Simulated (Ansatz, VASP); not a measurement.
**One calculation of Sn4O7, two programs**

The input INCAR:

```
SYSTEM = Sn4O7
ALGO     = Normal         ! electronic algorithm
DIPOL    = 0.5 0.5 0.500
EDIFF    = 1E-6           ! SCF threshold, eV
ENCUT    = 520            ! plane-wave cutoff, eV
GGA      = PS             ! functional
IDIPOL   = 3            
ISIF     = 2              ! what is computed and relaxed
ISMEAR   = 0              ! smearing method
LASPH    = .TRUE.         ! aspherical terms in the spheres
LCHARG   = .FALSE.        ! write CHGCAR
LDIPOL   = .TRUE.       
LREAL    = Auto         
LWAVE    = .FALSE.        ! write WAVECAR
NBANDS   = 115            ! bands
NELM     = 80             ! most SCF steps
PREC     = Accurate       ! precision mode
SIGMA    = 0.05           ! smearing width, eV
```

File KPOINTS:

```
k-points
0
G
  1 1 1
  0 0 0
```

Contents of POSCAR:

```
Sn4O7
1.0
    3.2120684225      0.0000000000      0.0000000000
    0.0000000000      6.7443405568      0.0000000000
    0.0000000000      0.0000000000     25.1165108352
Sn O
8 14
Direct
    0.0000000000      0.5000000000      0.2986083556
    0.5000000000      0.0000000000      0.2986083556
    0.0000000000      0.0000000000      0.4328694519
    0.5000000000      0.5000000000      0.4328694519
    0.0000000000      0.5000000000      0.5671305481
    0.5000000000      0.0000000000      0.5671305481
    0.0000000000      0.0000000000      0.7013916444
    0.5000000000      0.5000000000      0.7013916444
    0.5000000000      0.3062765040      0.2986083556
    0.5000000000      0.6937234960      0.2986083556
    0.0000000000      0.0000000000      0.3506274135
    0.0000000000      0.5000000000      0.3808503940
    0.5000000000      0.8062765040      0.4328694519
    0.5000000000      0.1937234960      0.4328694519
    0.0000000000      0.5000000000      0.4848885098
    0.0000000000      0.0000000000      0.5151114902
    0.5000000000      0.3062765040      0.5671305481
    0.5000000000      0.6937234960      0.5671305481
    0.0000000000      0.0000000000      0.6191496060
    0.0000000000      0.5000000000      0.6493725865
    0.5000000000      0.8062765040      0.7013916444
    0.5000000000      0.1937234960      0.7013916444
```

Input for Ansatz:

```yaml
crystal:
  lattice:
    - [3.2120684225, 0.0, 0.0]
    - [0.0, 6.7443405568, 0.0]
    - [0.0, 0.0, 25.1165108352]
  atoms:
    - { symbol: Sn, position: [0.0, 0.5, 0.2986083556] }
    - { symbol: Sn, position: [0.5, 0.0, 0.2986083556] }
    - { symbol: O, position: [0.5, 0.306276504, 0.2986083556] }
    - { symbol: O, position: [0.5, 0.693723496, 0.2986083556] }
    - { symbol: O, position: [0.0, 0.0, 0.3506274135] }
    - { symbol: O, position: [0.0, 0.5, 0.380850394] }
    - { symbol: Sn, position: [0.0, 0.0, 0.4328694519] }
    - { symbol: Sn, position: [0.5, 0.5, 0.4328694519] }
    - { symbol: O, position: [0.5, 0.806276504, 0.4328694519] }
    - { symbol: O, position: [0.5, 0.193723496, 0.4328694519] }
    - { symbol: O, position: [0.0, 0.5, 0.4848885098] }
    - { symbol: O, position: [0.0, 0.0, 0.5151114902] }
    - { symbol: Sn, position: [0.0, 0.5, 0.5671305481] }
    - { symbol: Sn, position: [0.5, 0.0, 0.5671305481] }
    - { symbol: O, position: [0.5, 0.306276504, 0.5671305481] }
    - { symbol: O, position: [0.5, 0.693723496, 0.5671305481] }
    - { symbol: O, position: [0.0, 0.0, 0.619149606] }
    - { symbol: O, position: [0.0, 0.5, 0.6493725865] }
    - { symbol: Sn, position: [0.0, 0.0, 0.7013916444] }
    - { symbol: Sn, position: [0.5, 0.5, 0.7013916444] }
    - { symbol: O, position: [0.5, 0.806276504, 0.7013916444] }
    - { symbol: O, position: [0.5, 0.193723496, 0.7013916444] }
basis:
  ecutwfc: 420
kpoints:
  mp_grid: { grid: [1, 1, 1] }
hamiltonian:
  xc: pbesol
scf:
  occupations: { method: gaussian, width: 0.05 }
output:
  forces: true
  stress: true
  eigenvalues: true
efield:
  axis: 3
  dipole_correction: true
  ramp_width: 0.04
```

Alike in both runs: task single point; functional PBEsol; k mesh 1 × 1 × 1; occupations gaussian, width 0.05 eV; no spin polarisation.

|  | VASP | Ansatz |
| --- | --- | --- |
| version | VASP 6.6.1 | Ansatz 0.2.0 |
| potentials or method | VASP PAW PBE potentials, release 64 (Sn_d, O), cutoff 520 eV | scalar-relativistic, plane waves, PAW |
| valence electrons in the cell | 196 | 196 |

Ansatz gave:

| Property | Result |
| --- | --- |
| gap on the k mesh at the Fermi level (eV) | 1.02 |
| least direct gap on the mesh (eV) | 1.02 |
| rms of the force components (eV/Å) | 0.941 |

Task: What did VASP give for the same quantities?

Result: gap on the k mesh at the Fermi level (eV): 0.98; least direct gap on the mesh (eV): 0.98; rms of the force components (eV/Å): 0.942.

VASP's potentials were made for PBE, not for PBEsol.
